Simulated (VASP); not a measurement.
Wanted: the native input for a VASP 6.6.1 run.

| Item | Value |
| --- | --- |
| Task | single point |
| Functional | PBEsol |
| Potentials or basis | VASP PAW PBE potentials, release 64 (K_sv, I) |
| Cutoff | 520 eV |
| k mesh | 1 × 1 × 1 |
| Occupations | fermi-dirac, width 0.0689 eV |
| Spin | no spin polarisation |
| Dipole correction | no |
| Further INCAR settings | LREAL = Auto; ALGO = Normal; EDIFF = 1e-07; NBANDS = 78 |

The structure of KI lies in POSCAR:

```
KI
1.0
    0.0000000000      0.0000000000     -8.6392320183
    0.0000000000     -8.6392320183      0.0000000000
   -8.6392320183      0.0000000000      0.0000000000
K I
8 8
Direct
    0.4963467807      0.5106846292      0.4915816581
    0.0707311713      0.4757584923      0.5396631310
    0.4534098623     -0.0111129091      0.5085515692
    0.0110237808     -0.0176186957      0.5132619416
    0.5582474217      0.5377884273     -0.0542560958
    0.0252962300      0.5054661098      0.0920405886
    0.5635011295      0.0063654964     -0.0237529215
   -0.0360577189      0.0226190244     -0.0213282847
    0.2237488235      0.2632232813      0.2828986413
    0.7255793092      0.2600330672      0.1974508841
    0.2435663258      0.7525530031      0.2912447535
    0.7614372419      0.7252374964      0.2188943411
    0.2617126146      0.2083350692      0.7488025540
    0.7752520115      0.2853171433      0.7487739635
    0.2166580312      0.7255684286      0.8005529873
    0.7481430046      0.7705050618      0.6972831598
```

This cell differs from its parent crystal: dynamics (nvt nose hoover) at 800 K, volume x 1.02, from the last frame before.

The input as run:

INCAR

```
SYSTEM = KI
PREC = Accurate ; ENCUT = 520
EDIFF = 1E-7 ; ISMEAR = -1
SIGMA = 0.0689 ; LREAL = Auto
LASPH = .TRUE. ; NELM = 60
ALGO = Normal ; ISIF = 2
LWAVE = .FALSE. ; LCHARG = .FALSE.
GGA = PS ; NBANDS = 78
```

KPOINTS

```
Automatic mesh
0
G
  1 1 1
  0 0 0
```

Potentials or basis: VASP PAW PBE potentials, release 64 (K_sv, I).

Launch:

```console
$ cat potpaw_PBE.64/K_sv/POTCAR potpaw_PBE.64/I/POTCAR > POTCAR
$ mpirun -np 1 vasp_gam > vasp.out
```

It gave:

```
Pressure               : 2.0 GPa
Largest force          : 0.621 eV/Å
Band gap on the k mesh : 3.15 eV
```

Caveat: the k points lie up to 0.73 Å⁻¹ apart; the PAW data sets were made with another functional, which shifts forces and pressure a little; spin-orbit coupling is left out, which moves the levels of the heavy elements.

Wall time 56 s on 1 thread of AMD EPYC 9R45 96-Core Processor (Zen 5), on a shared host, peak memory 0.51 GiB.
